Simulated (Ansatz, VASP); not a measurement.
# Cr: VASP beside Ansatz

```
CELL_PARAMETERS angstrom
3.28020 0.00000 0.00000
0.00000 3.28020 0.00000
0.00000 0.00000 3.76125
ATOMIC_POSITIONS crystal
Cr 0.00000 0.50000 0.50000
Cr 0.50000 0.50000 0.00000
Cr 0.50000 0.00000 0.50000
```

Alike in both runs: task relaxation of cell and atoms; functional PBE; k mesh 14 × 14 × 12; occupations gaussian, width 0.1 eV; no spin polarisation.

```csv
,VASP,Ansatz
version,VASP 6.6.1,Ansatz 0.2.0
potentials or method,"VASP PAW PBE potentials, release 64 (Cr_pv), cutoff 600 eV","scalar-relativistic, plane waves, PAW"
valence electrons in the cell,36,42
```

Ansatz gave:

```
gap on the k mesh at the Fermi level, each at its own relaxed structure (eV) : none
relaxed volume (Å³/atom)                                                     : 13.52
relaxed cell length with the largest relative difference (Å)                 : 3.817
```

Estimate VASP's values.

gap on the k mesh at the Fermi level, each at its own relaxed structure (eV): none; relaxed volume (Å³/atom): 13.49; relaxed cell length with the largest relative difference (Å): 3.811.

A gap of «none» marks a metal or a gap that the smearing closes. VASP's potentials hold 36 valence electrons a cell and Ansatz's 42, so a difference there can come from the potentials and not from the codes.
